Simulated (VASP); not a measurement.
The system is GaAs.

```xyz
2
Lattice="0.0000 2.7555 2.8331 2.7555 0.0000 2.8331 2.7555 2.7555 0.0000" Properties=species:S:1:pos:R:3 pbc="T T T"
Ga    0.0000    0.0000    0.0000
As    1.3777    1.3777    1.4165
```

This cell differs from its parent crystal: biaxial xy strain -2.7%.

Base run:

- Program: VASP 6.6.1
- Functional: r2SCAN
- Potentials or basis: VASP PAW PBE potentials, release 64 (Ga_d, As)
- Cutoff: 520 eV
- k mesh: 8 × 8 × 8
- Occupations: gaussian, width 0.01 eV
- Spin: no spin polarisation

Its results: band gap on the k mesh 1.33 eV, direct; pressure 4.7 GPa.

Q: The run is repeated on the same cell with these changes: functional from r2SCAN to PBE; occupations from gaussian, width 0.01 eV to fermi-dirac, width 0.02 eV. What comes out?

A: Band gap on the k mesh 0.83 eV, direct; pressure 7.6 GPa.

Caveats: the PAW data sets were made with another functional, which shifts forces and pressure a little (some runs).

A k mesh can miss the band edges.
